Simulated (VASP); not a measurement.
# NaF (Cm) in VASP: relaxation of shape and atoms at fixed volume with PBE

Aim: the relaxation of shape and atoms at fixed volume of NaF with PBE.

Everything below comes from runs of VASP 6.6.1. Logs are shortened: lines on timing, memory, paths and dates and some standing lists are left out, and cuts for length are marked.

### Step 1. The cell of the first run

The structure is monoclinic, space group Cm (No. 8). Conventional cell: a = 6.213 Å, b = 9.493 Å, c = 2.962 Å, α = 90.00°, β = 118.34°, γ = 90.00°. Na (site symmetry 1) has 5 F at 2.13 to 2.32 Å and 5 Na at 2.91 to 3.16 Å within 3.2 Å. Within 3.2 Å of Na (site symmetry m) lie 6 F at 2.31 to 2.32 Å and 6 Na at 2.96 to 3.16 Å. F (site symmetry 1) has 5 Na at 2.13 to 2.32 Å within 2.8 Å. F (site symmetry m) has 6 Na at 2.31 to 2.32 Å and 6 F at 2.96 to 3.15 Å within 3.2 Å.

### Step 2. Relaxation of shape and atoms at fixed volume, PBE (12.81 Å³/atom)

INCAR

```
SYSTEM = NaF
PREC = Accurate
ENCUT = 600
EDIFF = 1E-6
ISMEAR = 0
SIGMA = 0.02
LREAL = .False.
LASPH = .True.
NELM = 80
ALGO = Normal
ISIF = 4
LWAVE = .False.
LCHARG = .False.
GGA = PE
IBRION = 2
NSW = 50
EDIFFG = -0.01
```

KPOINTS

```
regular mesh
0
Gamma
  6 6 8
  0 0 0
```

POSCAR

```
NaF
1.0
    3.1063887860     -4.7463828821     -0.0002698632
    3.1063887860      4.7463828821     -0.0002698632
   -1.4061437515      0.0000000000      2.6073935716
Na F
3 3
Direct
    0.3031274607      0.9969208343      0.3994279659
    0.6628977470      0.6628977470      0.9133137871
    0.9969208343      0.3031274607      0.3994279659
    0.6958297062      0.0029919961      0.6000081151
    0.3379932557      0.3379932557      0.0877080508
    0.0029919961      0.6958297062      0.6000081151
```

Potentials or basis: VASP PAW PBE potentials, release 64 (Na_pv, F).

Started as:

```bash
> cat potpaw_PBE.64/Na_pv/POTCAR potpaw_PBE.64/F/POTCAR > POTCAR
> mpirun -np 1 vasp_std > vasp.out
```

OUTCAR:

```text
SYSTEM = NaF
   PREC = Accurate
   ENCUT = 600
   EDIFF = 1E-6
   ISMEAR = 0
   LREAL = .False.
   LASPH = .True.
   NELM = 80
   ISIF = 4
   GGA = PE
   IBRION = 2
   NSW = 50
   EDIFFG = -0.01

 ion  position               nearest neighbor table
   1  0.303  0.997  0.399-   4 2.13   6 2.21   6 2.21   5 2.31   5 2.32
   2  0.663  0.663  0.913-   5 2.31   4 2.31   6 2.31   6 2.32   4 2.32   5 2.32
   3  0.997  0.303  0.399-   6 2.13   4 2.21   4 2.21   5 2.31   5 2.32
   4  0.696  0.003  0.600-   1 2.13   3 2.21   3 2.21   2 2.31   2 2.32
   5  0.338  0.338  0.088-   2 2.31   1 2.31   3 2.31   2 2.32   1 2.32   3 2.32
   6  0.003  0.696  0.600-   3 2.13   1 2.21   1 2.21   2 2.31   2 2.32

  LATTYP: Found a base centered monoclinic cell.
 ALAT       =     6.2127775954
 B/A-ratio  =     1.5279423122
 C/A-ratio  =     0.4768218009
 COS(beta)  =    -0.4747421182

  Lattice vectors:

 A1 = (   3.1063887860,  -4.7463828821,  -0.0002698632)
 A2 = (   3.1063887860,   4.7463828821,  -0.0002698632)
 A3 = (  -1.4061437515,   0.0000000000,   2.6073935716)

Analysis of symmetry for initial positions (statically):
=====================================================================
 Subroutine PRICEL returns:
 Original cell was already a primitive cell.

 Routine SETGRP: Setting up the symmetry group for a
 base centered monoclinic supercell.

 Subroutine GETGRP returns: Found  2 space group operations
 (whereof  2 operations were pure point group operations)
 out of a pool of  4 trial point group operations.

The static configuration has the point symmetry C_1h.

Analysis of symmetry for dynamics (positions and initial velocities):
=====================================================================
 Subroutine PRICEL returns:
 Original cell was already a primitive cell.

 Routine SETGRP: Setting up the symmetry group for a
 base centered monoclinic supercell.

 Subroutine GETGRP returns: Found  2 space group operations
 (whereof  2 operations were pure point group operations)
 out of a pool of  4 trial point group operations.

The dynamic configuration has the point symmetry C_1h.

 Subroutine INISYM returns: Found  2 space group operations
 (whereof  2 operations are pure point group operations),
 and found     1 'primitive' translations

----------------------------------------------------------------------------------------

                                     Primitive cell

  volume of cell :      76.8838

  direct lattice vectors                    reciprocal lattice vectors
     3.106388786 -4.746382882 -0.000269863     0.160966144 -0.105343377  0.086807585
     3.106388786  4.746382882 -0.000269863     0.160966144  0.105343377  0.086807585
    -1.406143751  0.000000000  2.607393572     0.000033320  0.000000000  0.383542731

  length of vectors
     5.672548089  5.672548089  2.962387802     0.211051850  0.211051850  0.383542733

  position of ions in fractional coordinates (direct lattice)
     0.303127461  0.996920834  0.399427966
     0.662897747  0.662897747  0.913313787
     0.996920834  0.303127461  0.399427966
     0.695829706  0.002991996  0.600008115
     0.337993256  0.337993256  0.087708051
     0.002991996  0.695829706  0.600008115

  ion indices of the primitive-cell ions
   primitive index   ion index
                 1           1
                 2           2
                 3           3
                 4           4
                 5           5
                 6           6

----------------------------------------------------------------------------------------

 KPOINTS: regular mesh

Automatic generation of k-mesh.
 Grid dimensions read from file:
 generate k-points for:    6    6    8

 Generating k-lattice:

  Cartesian coordinates                     Fractional coordinates (reciprocal lattice)
     0.026827691 -0.017557229  0.014467931     0.166666667 -0.000000000  0.000000000
     0.026827691  0.017557229  0.014467931    -0.000000000  0.166666667  0.000000000
     0.000004165  0.000000000  0.047942841    -0.000000000 -0.000000000  0.125000000

  Length of vectors
     0.035175308  0.035175308  0.047942842

  Shift w.r.t. Gamma in fractional coordinates (k-lattice)
     0.000000000  0.000000000  0.000000000

 Subroutine IBZKPT returns following result:
 ===========================================

 Found     89 irreducible k-points:

 Following reciprocal coordinates:
            Coordinates               Weight
  0.000000  0.000000  0.000000      1.000000
  0.166667  0.000000  0.000000      4.000000
  0.333333  0.000000  0.000000      4.000000
  0.500000 -0.000000  0.000000      2.000000
  0.166667  0.166667  0.000000      2.000000
  0.333333  0.166667  0.000000      4.000000
[... 16 lines left out ...]
 -0.333333  0.166667  0.125000      4.000000
 -0.166667  0.166667  0.125000      4.000000
 [... further k-points ...]
   k-points           NKPTS =     89   k-points in BZ     NKDIM =     89   number of bands    NBANDS=     25
   number of dos      NEDOS =    301   number of ions     NIONS =      6
   total plane-waves  NPLWV =  55296
   dimension x,y,z NGX =    48 NGY =   48 NGZ =   24
   dimension x,y,z NGXF=    96 NGYF=   96 NGZF=   48
   ions per type =               3   3
   NGX,Y,Z   is equivalent  to a cutoff of  14.07, 14.07, 13.47 a.u.
   NGXF,Y,Z  is equivalent  to a cutoff of  28.13, 28.13, 26.94 a.u.
 SYSTEM =  NaF
   PREC   = accura    normal or accurate (medium, high low for compatibility)
   ISTART =      0    job   : 0-new  1-cont  2-samecut
   ICHARG =      2    charge: 1-file 2-atom 10-const
   ISPIN  =      1    spin polarized calculation?
   LNONCOLLINEAR =      F non collinear calculations
   LSORBIT =      F    spin-orbit coupling
   LASPH  =      T    aspherical Exc in radial PAW
   ENCUT  =  600.0 eV  44.10 Ry    6.64 a.u.  11.33 11.33  5.92*2*pi/ulx,y,z
   NELM   =     80;   NELMIN=  2; NELMDL= -5     # of ELM steps
   EDIFF  = 0.1E-05   stopping-criterion for ELM
   LREAL  =      F    real-space projection
   EDIFFG = -.1E-01   stopping-criterion for IOM
   NSW    =     50    number of steps for IOM
   IBRION =      2    ionic relax: 0-MD 1-quasi-New 2-CG
   NFREE  =      1    steps in history (QN), initial steepest desc. (CG)
   ISIF   =      4    stress and relaxation
   ISYM   =      2    0-nonsym 1-usesym 2-fastsym
   POTIM  = 0.5000    time-step for ionic-motion
   TEBEG  =    0.0;   TEEND  =   0.0 temperature during run
   PSTRESS=    0.0 pullay stress
   NELECT =      42.0000    total number of electrons
   NUPDOWN=      -1.0000    fix difference up-down
   EMIN   =  10.00;   EMAX   =-10.00  energy-range for DOS
   EFERMI =   0.00;   METHOD = LEGACY
   ISMEAR =     0;   SIGMA  =   0.02  broadening in eV -4-tet -1-fermi 0-gaus
   EFERMI_NEDOS =   21; number of points for ismear=-14 and -15
   IALGO  =     38    algorithm
   IMIX   =      4    mixing-type and parameters
     AMIX     =   0.40;   BMIX     =  1.00
     AMIX_MAG =   1.60;   BMIX_MAG =  1.00
  volume/ion in A,a.u.               =      12.81        86.47
  Fermi-wavevector in a.u.,A,eV,Ry     =   1.338278  2.528979 24.367869  1.790988
  Thomas-Fermi vector in A             =   2.466761
   LORBIT       =      0    0 simple, 1 ext, 2 COOP (PROOUT), +10 PAW based schemes
   GGA     = PE    functional components
   LHFCALC =     F    Hartree Fock is set to
   AEXX    =    0.0000 exact exchange contribution
   IVDW    =     0    specifies the selected vdW correction
   LEPSILON=     F    determine dielectric tensor
   LRPA    =     F    only Hartree local field effects (RPA)
 conjugate gradient relaxation of ions
 non-spin polarized calculation
 Gauss-broadening in eV      SIGMA  =   0.02
  energy-cutoff  :      600.00
  volume of cell :       76.88
 maximum number of plane-waves:      2585
 NGX is ok and might be reduce to    48
   NGX = 23   NGY = 23   NGZ = 11

--------------------------------------- Ionic step        1  -------------------------------------------

 number of electron      42.0000005 magnetization

 Free energy of the ion-electron system (eV)
  ---------------------------------------------------
  ext. energy  EPLUGINS =         0.00000000
  ---------------------------------------------------
  free energy    TOTEN  =       -25.06460892 eV

  energy without entropy =      -25.06460892  energy(sigma->0) =      -25.06460892

------------------------ aborting loop because EDIFF is reached ----------------------------------------

  FORCE on cell =-STRESS in cart. coord.  units (eV):
  Direction    XX          YY          ZZ          XY          YZ          ZX
  --------------------------------------------------------------------------------------
  -------------------------------------------------------------------------------------
  Total        2.1934799      2.0601015      2.1619393      0.0000000      0.0000000     -0.0091925
  in kB       45.7098102     42.9303447     45.0525379      0.0000000      0.0000000     -0.1915623
  external PRESSURE =      44.5642309 kB  Pullay stress =       0.0000000 kB
[... 65 lines left out ...]
  energy  without entropy=      -25.0648370748  energy(sigma->0) =      -25.06483707

--------------------------------------- Ionic step        3  -------------------------------------------

 number of electron      42.0000002 magnetization

 Free energy of the ion-electron system (eV)
  ---------------------------------------------------
  ext. energy  EPLUGINS =         0.00000000
  ---------------------------------------------------
  free energy    TOTEN  =       -25.06500485 eV

  energy without entropy =      -25.06500485  energy(sigma->0) =      -25.06500485

 E-fermi :  -1.7721     XC(G=0):  -8.9339

 val. band max:       -1.9243885050   @ k =   0.5000   0.5000   0.0000
 cond. band min:       3.8788584884   @ k =   0.0000   0.0000   0.0000
 fundamental gap:      5.8032469934
 Fermi energy:        -1.7720727242

 k-point     1 :       0.0000    0.0000    0.0000
  band No.  band energies     occupation
      1     -22.0565      2.00000
      2     -21.9908      2.00000
      3     -21.3952      2.00000
      4     -21.3371      2.00000
      5     -21.3030      2.00000
      6     -21.2396      2.00000
[... 661 lines left out ...]
     24       8.8471      0.00000
     25      10.5041      0.00000

 [... further k-points ...]

------------------------ aborting loop because EDIFF is reached ----------------------------------------

  FORCE on cell =-STRESS in cart. coord.  units (eV):
  Direction    XX          YY          ZZ          XY          YZ          ZX
  --------------------------------------------------------------------------------------
  -------------------------------------------------------------------------------------
  Total        2.1271083      2.1290364      2.1108579      0.0000000      0.0000000     -0.0015816
  in kB       44.3266963     44.3668770     43.9880552      0.0000000      0.0000000     -0.0329592
  external PRESSURE =      44.2272095 kB  Pullay stress =       0.0000000 kB
[... 21 lines left out ...]
  FREE ENERGIE OF THE ION-ELECTRON SYSTEM (eV)
  ---------------------------------------------------
  free  energy   TOTEN  =       -25.0650048517 eV

  energy  without entropy=      -25.0650048517  energy(sigma->0) =      -25.06500485

 reached required accuracy - stopping structural energy minimisation
```

Run time: 4 min. Hardware: 1 thread of Intel Xeon Platinum 8124M at 3.00GHz (Skylake/Cascade Lake), shared host; peak memory 0.32 GiB.

What came out:

| Quantity | Value |
| --- | --- |
| Free energy | -25.0650 eV |
| Energy gained by relaxing | 0.1 meV/atom |
| Ionic steps | 3 |
| Pressure after relaxing | 4.4 GPa |
| Largest force after relaxing | 0.010 eV/Å |
| Band gap on the k mesh | 5.80 eV (least direct gap 5.83 eV) |

Forces in eV/Å, atoms in the order of the input:
```
Na  -0.007  0.006 -0.001
Na  -0.004  0.000 -0.003
Na  -0.007 -0.006 -0.001
F    0.006 -0.003  0.001
F    0.006  0.000  0.003
F    0.006  0.003  0.001
```

The path:
```csv
step,energy change (eV),largest force (eV/Å),pressure (GPa),volume (Å³)
1,0.0000,0.0340,4.46,76.88
2,-0.0002,0.0228,4.45,76.88
3,-0.0004,0.0096,4.42,76.88
```

Final structure:
```
Na F
1.0
     3.11028   -4.73790   -0.00092
     3.11028    4.73790   -0.00092
    -1.40845    0.00000    2.60908
Na F
3 3
Cartesian
  3.4830 3.2911 1.0422
  2.8362 0.0000 2.3810
  3.4830 -3.2911 1.0422
  1.3262 -3.2854 1.5636
  1.9804 0.0000 0.2289
  1.3262 3.2854 1.5636
```
